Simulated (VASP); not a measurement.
Runs of VASP 6.6.1 on MgZr2N. The structure is that of space group R-3m (No. 166), or close to it. The cells are those of the table. 

```csv
task,spin,cell,k mesh,cutoff (eV),gap on the mesh (eV),pressure (GPa),largest force (eV/Å)
single point,off,"a = 4.680 Å, angles 70.2°, 4 atoms",6 × 6 × 6,520,none,0.0,0.03
single point,off,"a = 4.675 Å, angles 70.4°, 4 atoms",12 × 12 × 12,520,none,0.1,(a)
single point,off,"a = 4.414 Å, angles 60.5°, 4 atoms",6 × 6 × 6,520,none,50.1,3.95
single point,"collinear, ferromagnetic start","a = 4.680 Å, angles 70.2°, 4 atoms",6 × 6 × 6,520,none,0.0,0.03
relaxation of cell and atoms,off,"relaxed from a = 4.414 Å, angles 60.5°, 4 atoms",6 × 6 × 6,600,none,-0.1,-
```

Alike in all rows: level PBE; potentials or basis VASP PAW PBE potentials, release 64 (Mg, Zr_sv, N); smearing gaussian 0.1 eV.

Problem. Estimate the missing entries.

Solution. (a) 0.04.

Caveats: forces of over 1 eV/Å act on the atoms, so gaps and moduli don't describe the material at rest (some runs).

A k mesh can miss the band edges, and the runs leave out spin-orbit coupling on Zr.

A gap of «none» marks levels without a gap at the run's occupations.
